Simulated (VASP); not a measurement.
# ZrNb2N4 (Cmmm) in VASP: notebook

The runs below take ZrNb2N4 through single point, relaxation of cell and atoms, with PBE.

All numbers are computed with VASP 6.6.1; they aren't measurements. Logs are shortened: lines on timing, memory, paths and dates and some standing lists are left out, and cuts for length are marked.

## Step 1: The cell of the first run

Symmetry: Cmmm, No. 65, orthorhombic system. The conventional cell has a = 6.170 Å, b = 8.579 Å, c = 3.191 Å, α = 90.00°, β = 90.00°, γ = 90.00°. Zr (site symmetry mmm) has 6 N at 2.17 to 2.19 Å within 2.9 Å. Within 2.8 Å of Nb (site symmetry 2/m) lie 6 N at 2.15 to 2.22 Å. N (site symmetry 2mm) has 2 Nb at 2.15 Å and 2 Zr at 2.17 Å within 2.8 Å. N (site symmetry m2m) has 1 Zr at 2.19 Å and 4 Nb at 2.22 Å within 2.9 Å.

## Step 2: Single point, PBE

Contents of INCAR:

```
PREC = Accurate
ENCUT = 520
EDIFF = 1E-6
ISMEAR = 0
SIGMA = 0.15
LREAL = F
LASPH = T
NELM = 80
ALGO = Normal
ISIF = 2
LWAVE = F
LCHARG = F
GGA = PE
NBANDS = 38
```

Contents of KPOINTS:

```
Automatic mesh
0
Gamma
  3 3 4
```

Contents of POSCAR:

```
ZrNb2N4
1.0
    3.0847655716     -4.2894112326      0.0000000000
    3.0847655716      4.2894112326      0.0000000000
    0.0000000000      0.0000000000      3.1909743983
Zr Nb N
1 2 4
Direct
    0.0000000000      0.0000000000      0.0000000000
    0.5000000000      0.0000000000      0.5000000000
    0.0000000000      0.5000000000      0.5000000000
    0.2387622464      0.2387622464      0.5000000000
    0.7612377536      0.7612377536      0.5000000000
    0.7450785901      0.2549214099      0.0000000000
    0.2549214099      0.7450785901      0.0000000000
```

Potentials or basis: VASP PAW PBE potentials, release 64 (Zr_sv, Nb_sv, N).

Command:

```bash
$ cat potpaw_PBE.64/Zr_sv/POTCAR potpaw_PBE.64/Nb_sv/POTCAR potpaw_PBE.64/N/POTCAR > POTCAR
$ mpirun -np 1 vasp_std > vasp.out
```

OUTCAR:

```text
PREC = Accurate
   ENCUT = 520
   EDIFF = 1E-6
   ISMEAR = 0
   LREAL = F
   LASPH = T
   NELM = 80
   ISIF = 2
   GGA = PE

 ion  position               nearest neighbor table
   1  0.000  0.000  0.000-   4 2.17   5 2.17   4 2.17   5 2.17   6 2.19   7 2.19   2 3.09   3 3.09
                             2 3.09   3 3.09   3 3.09   3 3.09   2 3.09   2 3.09
   2  0.500  0.000  0.500-   4 2.15   5 2.15   6 2.22   7 2.22   6 2.22   7 2.22   1 3.09   1 3.09
                             1 3.09   1 3.09
   3  0.000  0.500  0.500-   4 2.15   5 2.15   6 2.22   7 2.22   6 2.22   7 2.22   1 3.09   1 3.09
                             1 3.09   1 3.09
   4  0.239  0.239  0.500-   2 2.15   3 2.15   1 2.17   1 2.17
   5  0.761  0.761  0.500-   2 2.15   3 2.15   1 2.17   1 2.17
   6  0.745  0.255  0.000-   1 2.19   2 2.22   3 2.22   2 2.22   3 2.22
   7  0.255  0.745  0.000-   1 2.19   2 2.22   3 2.22   2 2.22   3 2.22

  LATTYP: Found a base centered orthorhombic cell.
 ALAT       =     6.1695311432
 B/A-ratio  =     1.3905144923
 C/A-ratio  =     0.5172150564

  Lattice vectors:

 A1 = (   3.0847655716,  -4.2894112326,   0.0000000000)
 A2 = (   3.0847655716,   4.2894112326,   0.0000000000)
 A3 = (   0.0000000000,   0.0000000000,   3.1909743983)

Analysis of symmetry for initial positions (statically):
=====================================================================
 Subroutine PRICEL returns:
 Original cell was already a primitive cell.

 Routine SETGRP: Setting up the symmetry group for a
 base centered orthorhombic supercell.

 Subroutine GETGRP returns: Found  8 space group operations
 (whereof  8 operations were pure point group operations)
 out of a pool of  8 trial point group operations.

The static configuration has the point symmetry D_2h.

Analysis of symmetry for dynamics (positions and initial velocities):
=====================================================================
 Subroutine PRICEL returns:
 Original cell was already a primitive cell.

 Routine SETGRP: Setting up the symmetry group for a
 base centered orthorhombic supercell.

 Subroutine GETGRP returns: Found  8 space group operations
 (whereof  8 operations were pure point group operations)
 out of a pool of  8 trial point group operations.

The dynamic configuration has the point symmetry D_2h.

 Subroutine INISYM returns: Found  8 space group operations
 (whereof  8 operations are pure point group operations),
 and found     1 'primitive' translations

----------------------------------------------------------------------------------------

                                     Primitive cell

  volume of cell :      84.4448

  direct lattice vectors                    reciprocal lattice vectors
     3.084765572 -4.289411233  0.000000000     0.162086871 -0.116566114  0.000000000
     3.084765572  4.289411233  0.000000000     0.162086871  0.116566114  0.000000000
     0.000000000  0.000000000  3.190974398     0.000000000  0.000000000  0.313383899

  length of vectors
     5.283448434  5.283448434  3.190974398     0.199649224  0.199649224  0.313383899

  position of ions in fractional coordinates (direct lattice)
     0.000000000  0.000000000  0.000000000
     0.500000000  0.000000000  0.500000000
     0.000000000  0.500000000  0.500000000
     0.238762246  0.238762246  0.500000000
     0.761237754  0.761237754  0.500000000
     0.745078590  0.254921410  0.000000000
     0.254921410  0.745078590  0.000000000

  ion indices of the primitive-cell ions
   primitive index   ion index
                 1           1
                 2           2
                 3           3
                 4           4
                 5           5
                 6           6
                 7           7

----------------------------------------------------------------------------------------

 KPOINTS: Automatic mesh

Automatic generation of k-mesh.
 Grid dimensions read from file:
 generate k-points for:    3    3    4

 Generating k-lattice:

  Cartesian coordinates                     Fractional coordinates (reciprocal lattice)
     0.054028957 -0.038855371  0.000000000     0.333333333  0.000000000  0.000000000
     0.054028957  0.038855371  0.000000000     0.000000000  0.333333333  0.000000000
     0.000000000  0.000000000  0.078345975     0.000000000  0.000000000  0.250000000

  Length of vectors
     0.066549741  0.066549741  0.078345975

  Shift w.r.t. Gamma in fractional coordinates (k-lattice)
     0.000000000  0.000000000  0.000000000

 Subroutine IBZKPT returns following result:
 ===========================================

 Found     12 irreducible k-points:

 Following reciprocal coordinates:
            Coordinates               Weight
  0.000000  0.000000  0.000000      1.000000
  0.333333  0.000000  0.000000      4.000000
  0.333333  0.333333  0.000000      2.000000
 -0.333333  0.333333  0.000000      2.000000
  0.000000  0.000000  0.250000      2.000000
  0.333333  0.000000  0.250000      8.000000
  0.333333  0.333333  0.250000      4.000000
 -0.333333  0.333333  0.250000      4.000000
  0.000000  0.000000  0.500000      1.000000
  0.333333  0.000000  0.500000      4.000000
  0.333333  0.333333  0.500000      2.000000
 -0.333333  0.333333  0.500000      2.000000
   k-points           NKPTS =     12   k-points in BZ     NKDIM =     12   number of bands    NBANDS=     38
   number of dos      NEDOS =    301   number of ions     NIONS =      7
   total plane-waves  NPLWV =  38400
   dimension x,y,z NGX =    40 NGY =   40 NGZ =   24
   dimension x,y,z NGXF=    80 NGYF=   80 NGZF=   48
   ions per type =               1   2   4
   NGX,Y,Z   is equivalent  to a cutoff of  12.59, 12.59, 12.50 a.u.
   NGXF,Y,Z  is equivalent  to a cutoff of  25.17, 25.17, 25.01 a.u.
 SYSTEM =  unknown system
   PREC   = accura    normal or accurate (medium, high low for compatibility)
   ISTART =      0    job   : 0-new  1-cont  2-samecut
   ICHARG =      2    charge: 1-file 2-atom 10-const
   ISPIN  =      1    spin polarized calculation?
   LNONCOLLINEAR =      F non collinear calculations
   LSORBIT =      F    spin-orbit coupling
   LASPH  =      T    aspherical Exc in radial PAW
   ENCUT  =  520.0 eV  38.22 Ry    6.18 a.u.   9.82  9.82  5.93*2*pi/ulx,y,z
   NELM   =     80;   NELMIN=  2; NELMDL= -5     # of ELM steps
   EDIFF  = 0.1E-05   stopping-criterion for ELM
   LREAL  =      F    real-space projection
   EDIFFG = 0.1E-04   stopping-criterion for IOM
   NSW    =      0    number of steps for IOM
   IBRION =     -1    ionic relax: 0-MD 1-quasi-New 2-CG
   NFREE  =      0    steps in history (QN), initial steepest desc. (CG)
   ISIF   =      2    stress and relaxation
   ISYM   =      2    0-nonsym 1-usesym 2-fastsym
   POTIM  = 0.5000    time-step for ionic-motion
   TEBEG  =    0.0;   TEEND  =   0.0 temperature during run
   PSTRESS=    0.0 pullay stress
   NELECT =      58.0000    total number of electrons
   NUPDOWN=      -1.0000    fix difference up-down
   EMIN   =  10.00;   EMAX   =-10.00  energy-range for DOS
   EFERMI =   0.00;   METHOD = LEGACY
   ISMEAR =     0;   SIGMA  =   0.15  broadening in eV -4-tet -1-fermi 0-gaus
   EFERMI_NEDOS =   21; number of points for ismear=-14 and -15
   IALGO  =     38    algorithm
   IMIX   =      4    mixing-type and parameters
     AMIX     =   0.40;   BMIX     =  1.00
     AMIX_MAG =   1.60;   BMIX_MAG =  1.00
  volume/ion in A,a.u.               =      12.06        81.41
  Fermi-wavevector in a.u.,A,eV,Ry     =   1.444419  2.729556 28.386453  2.086345
  Thomas-Fermi vector in A             =   2.562716
   LORBIT       =      0    0 simple, 1 ext, 2 COOP (PROOUT), +10 PAW based schemes
   GGA     = PE    functional components
   LHFCALC =     F    Hartree Fock is set to
   AEXX    =    0.0000 exact exchange contribution
   IVDW    =     0    specifies the selected vdW correction
   LEPSILON=     F    determine dielectric tensor
   LRPA    =     F    only Hartree local field effects (RPA)
 non-spin polarized calculation
 Gauss-broadening in eV      SIGMA  =   0.15
  energy-cutoff  :      520.00
  volume of cell :       84.44
 maximum number of plane-waves:      2304
   NGX = 19   NGY = 19   NGZ = 11

 number of electron      58.0000000 magnetization

 Free energy of the ion-electron system (eV)
  ---------------------------------------------------
  ext. energy  EPLUGINS =         0.00000000
  ---------------------------------------------------
  free energy    TOTEN  =       -69.58130049 eV

  energy without entropy =      -69.55248763  energy(sigma->0) =      -69.56689406

 E-fermi :   9.6184     XC(G=0): -11.9779

 val. band max:        9.3294014649   @ k =  -0.3333   0.3333   0.2500
 cond. band min:       9.6473081053   @ k =   0.3333   0.0000   0.2500
 fundamental gap:      0.3179066403
 Fermi energy:         9.6184125779

 k-point     1 :       0.0000    0.0000    0.0000
  band No.  band energies     occupation
      1     -46.6611      2.00000
      2     -46.6127      2.00000
      3     -39.0391      2.00000
      4     -23.1587      2.00000
      5     -22.7215      2.00000
      6     -22.6424      2.00000
[... 30 lines left out ...]
     37      12.8875      0.00000
     38      14.0998      0.00000

 k-point     2 :       0.3333    0.0000    0.0000
  band No.  band energies     occupation
      1     -46.6490      2.00000
      2     -46.6248      2.00000
      3     -39.0401      2.00000
      4     -23.0216      2.00000
      5     -22.7811      2.00000
      6     -22.6272      2.00000
[... 30 lines left out ...]
     37      13.4569      0.00000
     38      13.6766      0.00000
[... 367 lines left out ...]
     37      13.7856      0.00000
     38      13.8959      0.00000

 k-point    12 :      -0.3333    0.3333    0.5000
  band No.  band energies     occupation
      1     -46.6281      2.00000
      2     -46.5829      2.00000
      3     -38.9772      2.00000
      4     -23.0497      2.00000
      5     -23.0050      2.00000
      6     -22.8703      2.00000
[... 30 lines left out ...]
     37      13.5333      0.00000
     38      13.8676      0.00000

------------------------ aborting loop because EDIFF is reached ----------------------------------------

  FORCE on cell =-STRESS in cart. coord.  units (eV):
  Direction    XX          YY          ZZ          XY          YZ          ZX
  --------------------------------------------------------------------------------------
  -------------------------------------------------------------------------------------
  Total       -0.2558205     -0.0614501      0.0018868      0.0000000      0.0000000      0.0000000
  in kB       -4.8536978     -1.1658971      0.0357988      0.0000000      0.0000000      0.0000000
  external PRESSURE =      -1.9945987 kB  Pullay stress =       0.0000000 kB

 VOLUME and BASIS-vectors are now :
 -----------------------------------------------------------------------------
  energy-cutoff  :      520.00
  volume of cell :       84.44
      direct lattice vectors                 reciprocal lattice vectors
     3.084765572 -4.289411233  0.000000000     0.162086871 -0.116566114  0.000000000
     3.084765572  4.289411233  0.000000000     0.162086871  0.116566114  0.000000000
     0.000000000  0.000000000  3.190974398     0.000000000  0.000000000  0.313383899

 POSITION                                       TOTAL-FORCE (eV/Angst)
 -----------------------------------------------------------------------------------
      0.00000      0.00000      0.00000        -0.000000     -0.000000      0.000000
      1.54238     -2.14471      1.59549        -0.000000     -0.000000      0.000000
      1.54238      2.14471      1.59549        -0.000000     -0.000000      0.000000
      1.47305      0.00000      1.59549        -0.023692     -0.000000      0.000000
      4.69648      0.00000      1.59549         0.023692     -0.000000      0.000000
      3.08477     -2.10249      0.00000        -0.000000      0.032509      0.000000
      3.08477      2.10249      0.00000        -0.000000     -0.032509      0.000000
 -----------------------------------------------------------------------------------
    total drift:                                0.000000      0.000000     -0.000000

  FREE ENERGIE OF THE ION-ELECTRON SYSTEM (eV)
  ---------------------------------------------------
  free  energy   TOTEN  =       -69.5813004877 eV

  energy  without entropy=      -69.5524876272  energy(sigma->0) =      -69.56689406
```

Run time: 31 s. Hardware: 1 thread of Intel Xeon Platinum 8488C (Sapphire Rapids), shared host; peak memory 0.2 GiB.

Results:

```yaml
Free_energy: -69.5813 eV
Pressure: -0.2 GPa
Largest_force: 0.033 eV/Å
Band_gap_on_the_k_mesh: zero (band 29 reaches 10.56 eV, above the bottom of band 30 at 8.75 eV)
```

Forces on the atoms (eV/Å):
```
Zr   0.000  0.000  0.000
Nb   0.000  0.000  0.000
Nb   0.000  0.000  0.000
N   -0.024  0.000  0.000
N    0.024  0.000  0.000
N    0.000  0.033  0.000
N    0.000 -0.033  0.000
```

Stress tensor (GPa, compression positive):
```
-0.49  0.00  0.00
 0.00 -0.12  0.00
 0.00  0.00  0.00
```

Levels at points of the mesh, in eV from the Fermi level:
```tsv
k point	band 27	band 28	band 29	band 30	band 31	band 32
(0.00, 0.00, 0.00)	-1.48	-1.18	-1.04	-0.33	0.26	0.94
(0.00, 0.00, 0.50)	-2.90	-2.32	0.94	1.33	1.51	1.70
```

Caveat: the k points lie up to 0.49 Å⁻¹ apart.

[end of part 1 of 2]
